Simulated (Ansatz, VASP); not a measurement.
TiAl: VASP beside Ansatz

```
Ti Al
1.0
     3.36430    0.84107    0.84107
     0.84107    3.36430    0.84107
     0.84107    0.84107    3.36430
Ti Al
1 1
Direct
  0.00000 0.00000 0.00000
  0.50000 0.50000 0.50000
```

Alike in both runs: task single point; functional r2SCAN; k mesh 16 × 16 × 16; occupations gaussian, width 0.15 eV; no spin polarisation.

|  | VASP | Ansatz |
| --- | --- | --- |
| version | VASP 6.6.1 | Ansatz 0.2.0 |
| potentials or method | VASP PAW PBE potentials, release 64 (Ti_sv, Al), cutoff 520 eV | scalar-relativistic, plane waves, PAW |
| valence electrons in the cell | 15 | 15 |

```tsv
	VASP	Ansatz	Ansatz less VASP
gap on the k mesh at the Fermi level (eV)	none	none	-
pressure (GPa)	14.4	14.2	-0.13
```

VASP's potentials were made for PBE, not for r2SCAN. A gap of «none» marks a metal or a gap that the smearing closes.
